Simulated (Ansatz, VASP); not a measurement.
One calculation of CdSe, two programs

File INCAR:

```
SYSTEM = CdSe
  PREC = Accurate
  ENCUT = 520
  EDIFF = 1E-6
  ISMEAR = -1
  SIGMA = 0.05
  LREAL = .FALSE.
  LASPH = .TRUE.
  NELM = 60
  ALGO = Normal
  ISIF = 2
  LWAVE = .FALSE.
  LCHARG = .TRUE.
  GGA = PE
  LELF = .TRUE.
  LVHAR = .TRUE.
  NBANDS = 16
```

KPOINTS

```
Automatic mesh
0
G
  6 6 6
  0 0 0
```

Contents of POSCAR:

```
CdSe
1.0
    0.0000000000      3.0702711986      3.0702711986
    3.0702711986      0.0000000000      3.0702711986
    3.0702711986      3.0702711986      0.0000000000
Cd Se
1 1
Direct
    0.0000000000      0.0000000000      0.0000000000
    0.2500000000      0.2500000000      0.2500000000
```

input.yaml

```yaml
crystal:
  lattice:
    - [0.0, 3.0702711986, 3.0702711986]
    - [3.0702711986, 0.0, 3.0702711986]
    - [3.0702711986, 3.0702711986, 0.0]
  atoms:
    - { symbol: Cd, position: [0.0, 0.0, 0.0] }
    - { symbol: Se, position: [0.25, 0.25, 0.25] }
kpoints:
  mp_grid: { grid: [6, 6, 6] }
  band_path:
    path:
      - [0.0, 0.0, 0.0]
      - [0.5, 0.0, 0.5]
      - [0.5, 0.25, 0.75]
      - [0.375, 0.375, 0.75]
      - [0.0, 0.0, 0.0]
      - [0.5, 0.5, 0.5]
      - [0.625, 0.25, 0.625]
      - [0.5, 0.25, 0.75]
    npoints: 10
scf:
  occupations: { method: fermi_dirac, width: 0.05 }
hamiltonian:
  xc: pbe
  pseudopotentials: { kind: all_electron, lapw: { basis_error: 0.001 } }
output:
  forces: true
  stress: true
  eigenvalues: true
```

Alike in both runs: functional PBE; k mesh 6 × 6 × 6; occupations fermi-dirac, width 0.05 eV; no spin polarisation.

```csv
,VASP,Ansatz
version,VASP 6.6.1,Ansatz 0.2.0
potentials or method,"VASP PAW PBE potentials, release 64 (Cd, Se), cutoff 520 eV","all-electron LAPW, scalar-relativistic"
task,single point,band structure
```

VASP gave:

| Item | Value |
| --- | --- |
| gap on the k mesh at the Fermi level (eV) | 0.55 |
| least direct gap on the mesh (eV) | 0.55 |
| pressure (GPa) | 1.6 |

**Question.** Which values does Ansatz return?

**Answer.** gap on the k mesh at the Fermi level (eV): 0.55; least direct gap on the mesh (eV): 0.55; pressure (GPa): 1.3.

Ansatz ran all-electron here, and VASP with PAW potentials.
